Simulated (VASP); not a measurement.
# Ag (I4/mmm) in VASP: a series of runs

Ag is run at these levels: PBE; tasks: electric field gradients.

All numbers are computed with VASP 6.6.1; they aren't measurements. Logs are shortened: lines on timing, memory, paths and dates and some standing lists are left out, and cuts for length are marked.

### 1 The cell of the first run

It takes space group I4/mmm (No. 139, tetragonal). The conventional cell has a = 2.889 Å, b = 2.889 Å, c = 4.045 Å, α = 90.00°, β = 90.00°, γ = 90.00°. Ag (site symmetry 4/mmm) has 12 Ag at 2.87 to 2.89 Å within 3.8 Å.

### 2 Electric field gradients, PBE (zz strain of -1 %)

Input file INCAR:

```
SYSTEM = Ag
PREC = Accurate
ENCUT = 400
EDIFF = 1E-8
ISMEAR = -1
SIGMA = 0.05
LREAL = .False.
LASPH = .True.
NELM = 120
ALGO = Normal
ISIF = 2
LWAVE = .False.
LCHARG = .False.
GGA = PE
LEFG = .True.
NBANDS = 12
GGA_COMPAT = .False.
```

Input file KPOINTS:

```
regular mesh
0
Gamma
  15 15 15
  0 0 0
```

Input file POSCAR:

```
Ag
1.0
    0.0000000000      2.0431000000      2.0226690000
    2.0431000000      0.0000000000      2.0226690000
    2.0431000000      2.0431000000      0.0000000000
Ag
1
Direct
    0.0000000000      0.0000000000      0.0000000000
```

Potentials or basis: VASP PAW PBE potentials, release 64 (Ag).

The run is started by

```sh
$ cat potpaw_PBE.64/Ag/POTCAR > POTCAR
$ mpirun -np 1 vasp_std > vasp.out
```

OUTCAR:

```text
SYSTEM = Ag
   PREC = Accurate
   ENCUT = 400
   EDIFF = 1E-8
   ISMEAR = -1
   LREAL = .False.
   LASPH = .True.
   NELM = 120
   ISIF = 2
   GGA = PE

 ion  position               nearest neighbor table
   1  0.000  0.000  0.000-

  LATTYP: Found a body centered tetragonal cell.
 ALAT       =     2.8893797293
 C/A-ratio  =     1.4000714267

  Lattice vectors:

 A1 = (   0.0000000000,  -2.0431000000,  -2.0226690000)
 A2 = (   0.0000000000,   2.0431000000,  -2.0226690000)
 A3 = (   2.0431000000,   0.0000000000,   2.0226690000)

Analysis of symmetry for initial positions (statically):
=====================================================================
 Subroutine PRICEL returns:
 Original cell was already a primitive cell.

 Routine SETGRP: Setting up the symmetry group for a
 body centered tetragonal supercell.

 Subroutine GETGRP returns: Found 16 space group operations
 (whereof 16 operations were pure point group operations)
 out of a pool of 16 trial point group operations.

The static configuration has the point symmetry D_4h.

Analysis of symmetry for dynamics (positions and initial velocities):
=====================================================================
 Subroutine PRICEL returns:
 Original cell was already a primitive cell.

 Routine SETGRP: Setting up the symmetry group for a
 body centered tetragonal supercell.

 Subroutine GETGRP returns: Found 16 space group operations
 (whereof 16 operations were pure point group operations)
 out of a pool of 16 trial point group operations.

The dynamic configuration has the point symmetry D_4h.

 Subroutine INISYM returns: Found 16 space group operations
 (whereof 16 operations are pure point group operations),
 and found     1 'primitive' translations

----------------------------------------------------------------------------------------

                                     Primitive cell

  volume of cell :      16.8863

  direct lattice vectors                    reciprocal lattice vectors
     0.000000000  2.043100000  2.022669000    -0.244726151  0.244726151  0.247198133
     2.043100000  0.000000000  2.022669000     0.244726151 -0.244726151  0.247198133
     2.043100000  2.043100000  0.000000000     0.244726151  0.244726151 -0.247198133

  length of vectors
     2.874969129  2.874969129  2.889379729     0.425310117  0.425310117  0.425310117

  position of ions in fractional coordinates (direct lattice)
     0.000000000  0.000000000  0.000000000

  ion indices of the primitive-cell ions
   primitive index   ion index
                 1           1

----------------------------------------------------------------------------------------

 KPOINTS: regular mesh

Automatic generation of k-mesh.
 Grid dimensions read from file:
 generate k-points for:   15   15   15

 Generating k-lattice:

  Cartesian coordinates                     Fractional coordinates (reciprocal lattice)
    -0.016315077  0.016315077  0.016479876     0.066666667  0.000000000  0.000000000
     0.016315077 -0.016315077  0.016479876     0.000000000  0.066666667  0.000000000
     0.016315077  0.016315077 -0.016479876     0.000000000  0.000000000  0.066666667

  Length of vectors
     0.028354008  0.028354008  0.028354008

  Shift w.r.t. Gamma in fractional coordinates (k-lattice)
     0.000000000  0.000000000  0.000000000

 Subroutine IBZKPT returns following result:
 ===========================================

 Found    288 irreducible k-points:

 Following reciprocal coordinates:
            Coordinates               Weight
  0.000000  0.000000  0.000000      1.000000
  0.066667  0.000000  0.000000      8.000000
  0.133333 -0.000000  0.000000      8.000000
  0.200000 -0.000000  0.000000      8.000000
  0.266667 -0.000000  0.000000      8.000000
  0.333333  0.000000  0.000000      8.000000
[... 16 lines left out ...]
  0.133333  0.133333  0.000000      2.000000
  0.200000  0.133333  0.000000      8.000000
 [... further k-points ...]
   k-points           NKPTS =    288   k-points in BZ     NKDIM =    288   number of bands    NBANDS=     12
   number of dos      NEDOS =    301   number of ions     NIONS =      1
   total plane-waves  NPLWV =   8000
   dimension x,y,z NGX =    20 NGY =   20 NGZ =   20
   dimension x,y,z NGXF=    40 NGYF=   40 NGZF=   40
   ions per type =               1
   NGX,Y,Z   is equivalent  to a cutoff of  11.57, 11.57, 11.51 a.u.
   NGXF,Y,Z  is equivalent  to a cutoff of  23.13, 23.13, 23.01 a.u.
 SYSTEM =  Ag
   PREC   = accura    normal or accurate (medium, high low for compatibility)
   ISTART =      0    job   : 0-new  1-cont  2-samecut
   ICHARG =      2    charge: 1-file 2-atom 10-const
   ISPIN  =      1    spin polarized calculation?
   LNONCOLLINEAR =      F non collinear calculations
   LSORBIT =      F    spin-orbit coupling
   LASPH  =      T    aspherical Exc in radial PAW
   ENCUT  =  400.0 eV  29.40 Ry    5.42 a.u.   4.69  4.69  4.71*2*pi/ulx,y,z
   NELM   =    120;   NELMIN=  2; NELMDL= -5     # of ELM steps
   EDIFF  = 0.1E-07   stopping-criterion for ELM
   LREAL  =      F    real-space projection
   EDIFFG = 0.1E-06   stopping-criterion for IOM
   NSW    =      0    number of steps for IOM
   IBRION =     -1    ionic relax: 0-MD 1-quasi-New 2-CG
   NFREE  =      0    steps in history (QN), initial steepest desc. (CG)
   ISIF   =      2    stress and relaxation
   ISYM   =      2    0-nonsym 1-usesym 2-fastsym
   POTIM  = 0.5000    time-step for ionic-motion
   TEBEG  =    0.0;   TEEND  =   0.0 temperature during run
   PSTRESS=    0.0 pullay stress
   NELECT =      11.0000    total number of electrons
   NUPDOWN=      -1.0000    fix difference up-down
   EMIN   =  10.00;   EMAX   =-10.00  energy-range for DOS
   EFERMI =   0.00;   METHOD = LEGACY
   ISMEAR =    -1;   SIGMA  =   0.05  broadening in eV -4-tet -1-fermi 0-gaus
   EFERMI_NEDOS =   21; number of points for ismear=-14 and -15
   IALGO  =     38    algorithm
   IMIX   =      4    mixing-type and parameters
     AMIX     =   0.40;   BMIX     =  1.00
     AMIX_MAG =   1.60;   BMIX_MAG =  1.00
  volume/ion in A,a.u.               =      16.89       113.95
  Fermi-wavevector in a.u.,A,eV,Ry     =   1.419148  2.681801 27.401878  2.013981
  Thomas-Fermi vector in A             =   2.540199
   LORBIT       =      0    0 simple, 1 ext, 2 COOP (PROOUT), +10 PAW based schemes
   GGA     = PE    functional components
   LHFCALC =     F    Hartree Fock is set to
   AEXX    =    0.0000 exact exchange contribution
   IVDW    =     0    specifies the selected vdW correction
   LEPSILON=     F    determine dielectric tensor
   LRPA    =     F    only Hartree local field effects (RPA)
 non-spin polarized calculation
  energy-cutoff  :      400.00
  volume of cell :       16.89
 maximum number of plane-waves:       323
   NGX =  9   NGY =  9   NGZ =  9

 number of electron      11.0000007 magnetization

 Free energy of the ion-electron system (eV)
  ---------------------------------------------------
  ext. energy  EPLUGINS =         0.00000000
  ---------------------------------------------------
  free energy    TOTEN  =        -2.69952954 eV

  energy without entropy =       -2.69616136  energy(sigma->0) =       -2.69784545

 E-fermi :   8.7157     XC(G=0): -12.2683

 val. band max:        8.7077654169   @ k =  -0.2667   0.0000   0.2667
 cond. band min:       8.7171460286   @ k =  -0.4000   0.1333   0.0000
 fundamental gap:      0.0093806117
 Fermi energy:         8.7156994047

 k-point     1 :       0.0000    0.0000    0.0000
  band No.  band energies     occupation
      1       0.7258      2.00000
      2       3.6981      2.00000
      3       3.6981      2.00000
      4       3.7623      2.00000
      5       4.7374      2.00000
      6       4.8030      2.00000
      7      24.6130      0.00000
      8      28.2008      0.00000
      9      28.2008      0.00000
     10      28.3394      0.00000
     11      33.0775      0.00000
     12      34.2024      0.00000

 k-point     2 :       0.0667    0.0000    0.0000
  band No.  band energies     occupation
      1       0.8657      2.00000
      2       3.6790      2.00000
      3       3.7370      2.00000
      4       3.7880      2.00000
      5       4.7240      2.00000
      6       4.7868      2.00000
      7      24.6386      0.00000
      8      27.1102      0.00000
      9      28.2637      0.00000
     10      28.3559      0.00000
     11      33.0919      0.00000
     12      34.0888      0.00000

 k-point     3 :       0.1333   -0.0000    0.0000
  band No.  band energies     occupation
      1       1.2614      2.00000
      2       3.6211      2.00000
      3       3.8299      2.00000
      4       3.8762      2.00000
      5       4.7077      2.00000
      6       4.7610      2.00000
      7      23.9800      0.00000
      8      25.6768      0.00000
      9      28.4032      0.00000
     10      28.4891      0.00000
     11      32.0120      0.00000
     12      33.4282      0.00000
[... 286 lines left out ...]
 k-point    23 :       0.1333    0.1333    0.0000
  band No.  band energies     occupation
      1       1.4524      2.00000
      2       3.4753      2.00000
      3       3.9689      2.00000
      4       3.9689      2.00000
      5       4.5498      2.00000
      6       4.8648      2.00000
      7      24.8551      0.00000
      8      26.3749      0.00000
      9      26.4712      0.00000
     10      26.4712      0.00000
     11      32.8705      0.00000
     12      33.8626      0.00000

 k-point    24 :       0.2000    0.1333    0.0000
  band No.  band energies     occupation
      1       1.8817      2.00000
      2       3.3473      2.00000
      3       4.0778      2.00000
      4       4.0971      2.00000
      5       4.5424      2.00000
      6       4.9406      2.00000
      7      23.7145      0.00000
      8      25.2720      0.00000
      9      25.7179      0.00000
     10      27.2404      0.00000
     11      31.1291      0.00000
     12      33.9287      0.00000

 [... further k-points ...]

------------------------ aborting loop because EDIFF is reached ----------------------------------------

  FORCE on cell =-STRESS in cart. coord.  units (eV):
  Direction    XX          YY          ZZ          XY          YZ          ZX
  --------------------------------------------------------------------------------------
  -------------------------------------------------------------------------------------
  Total        0.5538646      0.5538646      0.5564438      0.0000000      0.0000000     -0.0000000
  in kB       52.5508977     52.5508977     52.7956161      0.0000000      0.0000000     -0.0000000
  external PRESSURE =      52.6324705 kB  Pullay stress =       0.0000000 kB

 VOLUME and BASIS-vectors are now :
 -----------------------------------------------------------------------------
  energy-cutoff  :      400.00
  volume of cell :       16.89
      direct lattice vectors                 reciprocal lattice vectors
     0.000000000  2.043100000  2.022669000    -0.244726151  0.244726151  0.247198133
     2.043100000  0.000000000  2.022669000     0.244726151 -0.244726151  0.247198133
     2.043100000  2.043100000  0.000000000     0.244726151  0.244726151 -0.247198133

 POSITION                                       TOTAL-FORCE (eV/Angst)
 -----------------------------------------------------------------------------------
      0.00000      0.00000      0.00000        -0.000000      0.000000      0.000000
 -----------------------------------------------------------------------------------
    total drift:                                0.000000      0.000000      0.000000

  FREE ENERGIE OF THE ION-ELECTRON SYSTEM (eV)
  ---------------------------------------------------
  free  energy   TOTEN  =        -2.6995295355 eV

  energy  without entropy=       -2.6961613645  energy(sigma->0) =       -2.69784545

 Electric field gradients (V/A^2)
---------------------------------------------------------------------
 ion       V_xx      V_yy      V_zz      V_xy      V_xz      V_yz
---------------------------------------------------------------------
   1      -0.439    -0.439     0.878    -0.000    -0.001    -0.001
---------------------------------------------------------------------

 Electric field gradients after diagonalization (V/A^2)
 (convention: |V_zz| > |V_xx| > |V_yy|)
----------------------------------------------------------------------
 ion       V_xx      V_yy      V_zz     asymmetry (V_yy - V_xx)/ V_zz
----------------------------------------------------------------------
   1      -0.440    -0.439     0.878       0.001
----------------------------------------------------------------------

           NMR quadrupolar parameters

 Cq : quadrupolar parameter    Cq=e*Q*V_zz/h
 eta: asymmetry parameters     (V_yy - V_xx)/ V_zz
 Q  : nuclear electric quadrupole moment in mb (millibarn)
----------------------------------------------------------------------
 ion       Cq(MHz)       eta       Q (mb)
----------------------------------------------------------------------
   1       0.002       0.001       1.000
----------------------------------------------------------------------
```

Wall time 45 s (1 thread of Intel Xeon 8259CL, shared host); peak memory 0.15 GiB.

What came out:

| Item | Value |
| --- | --- |
| Free energy | -2.6995 eV |
| Pressure | 5.3 GPa |
| Band gap on the k mesh | zero (an odd number of electrons rules out a gap without spin polarisation) |
| Largest electric field gradient by atom | Ag +0.9 V/Å² |

Electric field gradients, principal values (V/Å²):
| atom | least | middle | greatest (by size) |
| --- | --- | --- | --- |
| 1 Ag | -0.439 | -0.440 | 0.878 |

Caveat: the cell differs from its parent crystal (zz strain of -1 %); the cell stands under pressure; without QUAD_EFG the Cq values of the log hold for a quadrupole moment of 1 mb, not for the nuclei.

(Part 1 of 2 ends here.)
